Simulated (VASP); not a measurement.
# ZnCu2SnSe4 in VASP: single point with r2SCAN

Aim: the single point of ZnCu2SnSe4 with r2SCAN.

Program: VASP 6.6.1. These are calculated values, not measurements. Logs are shortened: lines on timing, memory, paths and dates and some standing lists are left out, and cuts for length are marked.

## 1. The cell of the first run

The cell holds a slab with vacuum, 8 atoms: a = 5.367 Å, b = 5.764 Å, c = 13.281 Å, α = 90.00°, β = 90.00°, γ = 91.33°.

## 2. Single point, r2SCAN

Contents of POSCAR:

```
ZnCu2SnSe4
1.0
    5.3670630000      0.0000000000      0.0000000000
   -0.1338920000      5.7620370000      0.0000000000
    0.0000000000      0.0000000000     13.2807260000
Sn Se Cu Zn
1 4 2 1
Direct
    0.6776450000      0.6868080000      0.1529210000
    0.9377730000      0.9583490000      0.2592520000
    0.4239770000      0.9446880000      0.0503860000
    0.4143350000      0.4349420000      0.2593970000
    0.9422500000      0.4402060000      0.0503010000
    0.1513030000      0.6897990000      0.3603060000
    0.6622720000      0.1946850000      0.3586130000
    0.1806900000      0.1917080000      0.1540170000
```

Contents of INCAR.step1:

```
SYSTEM = ZnCu2SnSe4
ALGO = Normal
EDIFF = 1E-4
ENCUT = 520
GGA = PE
ISMEAR = -1
LASPH = .TRUE.
LCHARG = .FALSE.
LREAL = .FALSE.
LWAVE = .TRUE.
NBANDS = 46
NELM = 60
PREC = Accurate
SIGMA = 0.1492
```

Contents of INCAR.step2:

```
SYSTEM = ZnCu2SnSe4
ALGO = Normal
EDIFF = 1E-7
ENCUT = 520
ISIF = 2
ISMEAR = -1
ISTART = 1
LASPH = .TRUE.
LCHARG = .TRUE.
LELF = .TRUE.
LMIXTAU = .TRUE.
LREAL = .FALSE.
LVHAR = .TRUE.
LWAVE = .FALSE.
METAGGA = R2SCAN
NBANDS = 46
NELM = 60
PREC = Accurate
SIGMA = 0.1492
```

Contents of KPOINTS:

```
Automatic mesh
0
Gamma
  4 3 1
  0.5 0 0
```

Potentials or basis: VASP PAW PBE potentials, release 64 (Sn_d, Se, Cu, Zn).

Launch:

```sh
> cat potpaw_PBE.64/Sn_d/POTCAR potpaw_PBE.64/Se/POTCAR potpaw_PBE.64/Cu/POTCAR potpaw_PBE.64/Zn/POTCAR > POTCAR
> cp INCAR.step1 INCAR
> mpirun -np 1 vasp_std > vasp.out
> cp INCAR.step2 INCAR
> mpirun -np 1 vasp_std > vasp.out
```

OUTCAR:

```text
SYSTEM = ZnCu2SnSe4
   EDIFF = 1E-7
   ENCUT = 520
   ISIF = 2
   ISMEAR = -1
   ISTART = 1
   LASPH = .TRUE.
   LREAL = .FALSE.
   METAGGA = R2SCAN
   NELM = 60
   PREC = Accurate

 ion  position               nearest neighbor table
   1  0.678  0.687  0.153-   5 2.45   4 2.45   3 2.45   2 2.51
   2  0.938  0.958  0.259-   8 2.32   6 2.36   7 2.42   1 2.51
   3  0.424  0.945  0.050-   8 2.39   1 2.45
   4  0.414  0.435  0.259-   8 2.33   7 2.35   1 2.45   6 2.46
   5  0.942  0.440  0.050-   8 2.38   1 2.45
   6  0.151  0.690  0.360-   2 2.36   4 2.46
   7  0.662  0.195  0.359-   4 2.35   2 2.42
   8  0.181  0.192  0.154-   2 2.32   4 2.33   5 2.38   3 2.39

  LATTYP: Found a simple monoclinic cell.
 ALAT       =     5.3670630000
 B/A-ratio  =     2.4744866978
 C/A-ratio  =     1.0738820113
 COS(beta)  =    -0.0232306503

  Lattice vectors:

 A1 = (   5.3670630000,   0.0000000000,   0.0000000000)
 A2 = (   0.0000000000,   0.0000000000, -13.2807260000)
 A3 = (  -0.1338920000,   5.7620370000,   0.0000000000)

Analysis of symmetry for initial positions (statically):
=====================================================================
 Subroutine PRICEL returns:
 Original cell was already a primitive cell.

 Routine SETGRP: Setting up the symmetry group for a
 simple monoclinic supercell.

 Subroutine GETGRP returns: Found  1 space group operations
 (whereof  1 operations were pure point group operations)
 out of a pool of  4 trial point group operations.

The static configuration has the point symmetry C_1 .

Analysis of symmetry for dynamics (positions and initial velocities):
=====================================================================
 Subroutine PRICEL returns:
 Original cell was already a primitive cell.

 Routine SETGRP: Setting up the symmetry group for a
 simple monoclinic supercell.

 Subroutine GETGRP returns: Found  1 space group operations
 (whereof  1 operations were pure point group operations)
 out of a pool of  4 trial point group operations.

The dynamic configuration has the point symmetry C_1 .

 Subroutine INISYM returns: Found  1 space group operations
 (whereof  1 operations are pure point group operations),
 and found     1 'primitive' translations

----------------------------------------------------------------------------------------

                                     Primitive cell

  volume of cell :     410.7093

  direct lattice vectors                    reciprocal lattice vectors
     5.367063000  0.000000000  0.000000000     0.186321644  0.004329541  0.000000000
    -0.133892000  5.762037000  0.000000000     0.000000000  0.173549736  0.000000000
     0.000000000  0.000000000 13.280726000     0.000000000  0.000000000  0.075297088

  length of vectors
     5.367063000  5.763592409 13.280726000     0.186371940  0.173549736  0.075297088

  position of ions in fractional coordinates (direct lattice)
     0.677645000  0.686808000  0.152921000
     0.937773000  0.958349000  0.259252000
     0.423977000  0.944688000  0.050386000
     0.414335000  0.434942000  0.259397000
     0.942250000  0.440206000  0.050301000
     0.151303000  0.689799000  0.360306000
     0.662272000  0.194685000  0.358613000
     0.180690000  0.191708000  0.154017000

  ion indices of the primitive-cell ions
   primitive index   ion index
                 1           1
                 2           2
                 3           3
                 4           4
                 5           5
                 6           6
                 7           7
                 8           8

----------------------------------------------------------------------------------------

 KPOINTS: Automatic mesh

Automatic generation of k-mesh.
 Grid dimensions read from file:
 generate k-points for:    4    3    1

 Generating k-lattice:

  Cartesian coordinates                     Fractional coordinates (reciprocal lattice)
     0.046580411  0.001082385  0.000000000     0.250000000  0.000000000  0.000000000
     0.000000000  0.057849912  0.000000000     0.000000000  0.333333333  0.000000000
     0.000000000  0.000000000  0.075297088     0.000000000  0.000000000  1.000000000

  Length of vectors
     0.046592985  0.057849912  0.075297088

  Shift w.r.t. Gamma in fractional coordinates (k-lattice)
     0.500000000  0.000000000  0.000000000

 Subroutine IBZKPT returns following result:
 ===========================================

 Found      6 irreducible k-points:

 Following reciprocal coordinates:
            Coordinates               Weight
  0.125000  0.000000  0.000000      2.000000
  0.375000  0.000000  0.000000      2.000000
  0.125000  0.333333  0.000000      2.000000
  0.375000  0.333333  0.000000      2.000000
 -0.375000  0.333333  0.000000      2.000000
 -0.125000  0.333333  0.000000      2.000000
   k-points           NKPTS =      6   k-points in BZ     NKDIM =      6   number of bands    NBANDS=     46
   number of dos      NEDOS =    301   number of ions     NIONS =      8
   total plane-waves  NPLWV = 192000
   dimension x,y,z NGX =    40 NGY =   48 NGZ =  100
   dimension x,y,z NGXF=    80 NGYF=   96 NGZF=  200
   ions per type =               1   4   2   1
   NGX,Y,Z   is equivalent  to a cutoff of  12.39, 13.85, 12.52 a.u.
   NGXF,Y,Z  is equivalent  to a cutoff of  24.78, 27.69, 25.04 a.u.
 SYSTEM =  ZnCu2SnSe4
   PREC   = accura    normal or accurate (medium, high low for compatibility)
   ISTART =      1    job   : 0-new  1-cont  2-samecut
   ICHARG =      0    charge: 1-file 2-atom 10-const
   ISPIN  =      1    spin polarized calculation?
   LNONCOLLINEAR =      F non collinear calculations
   LSORBIT =      F    spin-orbit coupling
   LASPH  =      T    aspherical Exc in radial PAW
   ENCUT  =  520.0 eV  38.22 Ry    6.18 a.u.   9.98 10.72 24.69*2*pi/ulx,y,z
   NELM   =     60;   NELMIN=  2; NELMDL=  0     # of ELM steps
   EDIFF  = 0.1E-06   stopping-criterion for ELM
   LREAL  =      F    real-space projection
   EDIFFG = 0.1E-05   stopping-criterion for IOM
   NSW    =      0    number of steps for IOM
   IBRION =     -1    ionic relax: 0-MD 1-quasi-New 2-CG
   NFREE  =      0    steps in history (QN), initial steepest desc. (CG)
   ISIF   =      2    stress and relaxation
   ISYM   =      2    0-nonsym 1-usesym 2-fastsym
   POTIM  = 0.5000    time-step for ionic-motion
   TEBEG  =    0.0;   TEEND  =   0.0 temperature during run
   PSTRESS=    0.0 pullay stress
   NELECT =      72.0000    total number of electrons
   NUPDOWN=      -1.0000    fix difference up-down
   EMIN   =  10.00;   EMAX   =-10.00  energy-range for DOS
   EFERMI =   0.00;   METHOD = LEGACY
   ISMEAR =    -1;   SIGMA  =   0.15  broadening in eV -4-tet -1-fermi 0-gaus
   EFERMI_NEDOS =   21; number of points for ismear=-14 and -15
   IALGO  =     38    algorithm
   IMIX   =      4    mixing-type and parameters
     AMIX     =   0.40;   BMIX     =  1.00
     AMIX_MAG =   1.60;   BMIX_MAG =  1.00
  volume/ion in A,a.u.               =      51.34       346.45
  Fermi-wavevector in a.u.,A,eV,Ry     =   0.916236  1.731435 11.421940  0.839489
  Thomas-Fermi vector in A             =   2.041069
   LORBIT       =      0    0 simple, 1 ext, 2 COOP (PROOUT), +10 PAW based schemes
   METAGGA = R2SCAN    functional components
   LHFCALC =     F    Hartree Fock is set to
   AEXX    =    0.0000 exact exchange contribution
   IVDW    =     0    specifies the selected vdW correction
   LEPSILON=     F    determine dielectric tensor
   LRPA    =     F    only Hartree local field effects (RPA)
 non-spin polarized calculation
  energy-cutoff  :      520.00
  volume of cell :      410.71
 maximum number of plane-waves:     11075
   NGX = 19   NGY = 21   NGZ = 49

 number of electron      72.0000009 magnetization

 Free energy of the ion-electron system (eV)
  ---------------------------------------------------
  ext. energy  EPLUGINS =         0.00000000
  ---------------------------------------------------
  free energy    TOTEN  =      -112.01274220 eV

  energy without entropy =     -111.94117938  energy(sigma->0) =     -111.97696079

 E-fermi :  -0.4767     XC(G=0):  -5.3342

 val. band max:       -0.7359106800   @ k =  -0.3750   0.3333   0.0000
 cond. band min:      -0.1486065713   @ k =   0.1250   0.0000   0.0000
 fundamental gap:      0.5873041087
 Fermi energy:        -0.4766792616

 k-point     1 :       0.1250    0.0000    0.0000
  band No.  band energies     occupation
      1     -23.7474      2.00000
      2     -23.7026      2.00000
      3     -23.6552      2.00000
      4     -23.5738      2.00000
      5     -23.5455      2.00000
      6     -16.0178      2.00000
[... 38 lines left out ...]
     45       3.9549      0.00000
     46       4.5808      0.00000

 k-point     2 :       0.3750    0.0000    0.0000
  band No.  band energies     occupation
      1     -23.7478      2.00000
      2     -23.7029      2.00000
      3     -23.6555      2.00000
      4     -23.5736      2.00000
      5     -23.5451      2.00000
      6     -15.7745      2.00000
[... 38 lines left out ...]
     45       4.2150      0.00000
     46       4.6316      0.00000

 k-point     3 :       0.1250    0.3333    0.0000
  band No.  band energies     occupation
      1     -23.7477      2.00000
      2     -23.7027      2.00000
      3     -23.6554      2.00000
      4     -23.5738      2.00000
      5     -23.5452      2.00000
      6     -15.7847      2.00000
[... 38 lines left out ...]
     45       4.0670      0.00000
     46       4.6031      0.00000

 k-point     4 :       0.3750    0.3333    0.0000
  band No.  band energies     occupation
      1     -23.7479      2.00000
      2     -23.7032      2.00000
      3     -23.6556      2.00000
      4     -23.5737      2.00000
      5     -23.5448      2.00000
      6     -15.6379      2.00000
[... 38 lines left out ...]
     45       4.2539      0.00000
     46       4.9176      0.00000

 k-point     5 :      -0.3750    0.3333    0.0000
  band No.  band energies     occupation
      1     -23.7479      2.00000
      2     -23.7032      2.00000
      3     -23.6556      2.00000
      4     -23.5737      2.00000
      5     -23.5448      2.00000
      6     -15.7567      2.00000
[... 38 lines left out ...]
     45       4.5533      0.00000
     46       4.9212      0.00000

 k-point     6 :      -0.1250    0.3333    0.0000
  band No.  band energies     occupation
      1     -23.7476      2.00000
      2     -23.7027      2.00000
      3     -23.6554      2.00000
      4     -23.5737      2.00000
      5     -23.5452      2.00000
      6     -15.8557      2.00000
[... 38 lines left out ...]
     45       4.4755      0.00000
     46       4.6146      0.00000

------------------------ aborting loop because EDIFF is reached ----------------------------------------

  FORCE on cell =-STRESS in cart. coord.  units (eV):
  Direction    XX          YY          ZZ          XY          YZ          ZX
  --------------------------------------------------------------------------------------
  -------------------------------------------------------------------------------------
  Total        4.1651761      4.2356001      3.5939169      5.1036870     -0.7357764      0.2576790
  in kB       16.2483551     16.5230789     14.0198723     19.9094866     -2.8702642      1.0052058
  external PRESSURE =      15.5971021 kB  Pullay stress =       0.0000000 kB

 VOLUME and BASIS-vectors are now :
 -----------------------------------------------------------------------------
  energy-cutoff  :      520.00
  volume of cell :      410.71
      direct lattice vectors                 reciprocal lattice vectors
     5.367063000  0.000000000  0.000000000     0.186321644  0.004329541  0.000000000
    -0.133892000  5.762037000  0.000000000     0.000000000  0.173549736  0.000000000
     0.000000000  0.000000000 13.280726000     0.000000000  0.000000000  0.075297088

 POSITION                                       TOTAL-FORCE (eV/Angst)
 -----------------------------------------------------------------------------------
      3.54501      3.95741      2.03090         0.307361      0.403741     -1.644231
      4.90477      5.52204      3.44305        -0.289970     -0.071973      3.158983
      2.14903      5.44333      0.66916        -0.114798      0.169832     -0.483169
      2.16553      2.50615      3.44498        -0.552912     -0.099230      3.430979
      4.99818      2.53648      0.66803         0.055031     -0.154134     -0.521478
      0.71969      3.97465      4.78513         0.241452     -0.054129     -1.292036
      3.52839      1.12178      4.76264         0.253434     -0.115552     -1.202309
      0.94411      1.10463      2.04546         0.100402     -0.078555     -1.446741
 -----------------------------------------------------------------------------------
    total drift:                               -0.001707     -0.004641     -0.017650

  FREE ENERGIE OF THE ION-ELECTRON SYSTEM (eV)
  ---------------------------------------------------
  free  energy   TOTEN  =      -112.0127421990 eV

  energy  without entropy=     -111.9411793803  energy(sigma->0) =     -111.97696079
```

Run time: 17 min. Hardware: 1 thread of Intel Xeon Platinum 8259CL at 2.50GHz (Skylake/Cascade Lake), shared host; peak memory 0.57 GiB.

What came out:

- Free energy: -112.0127 eV
- Largest force: 3.477 eV/Å
- Band gap on the k mesh: 0.59 eV (least direct gap 0.74 eV)

Forces in eV/Å, atoms in the order of the input:
```
Sn   0.307  0.404 -1.644
Se  -0.290 -0.072  3.159
Se  -0.115  0.170 -0.483
Se  -0.553 -0.099  3.431
Se   0.055 -0.154 -0.521
Cu   0.241 -0.054 -1.292
Cu   0.253 -0.116 -1.202
Zn   0.100 -0.079 -1.447
```

Levels at points of the mesh, in eV from the valence-band top:
```tsv
k point	band 33	band 34	band 35	band 36	band 37	band 38	band 39	band 40
(0.12, 0.00, 0.00)	-1.84	-1.67	-0.82	-0.39	0.59	1.70	1.88	2.38
```

Caveat: the PAW data sets were made with another functional, which shifts forces and pressure a little; spin-orbit coupling is left out, which moves the levels of the heavy elements.
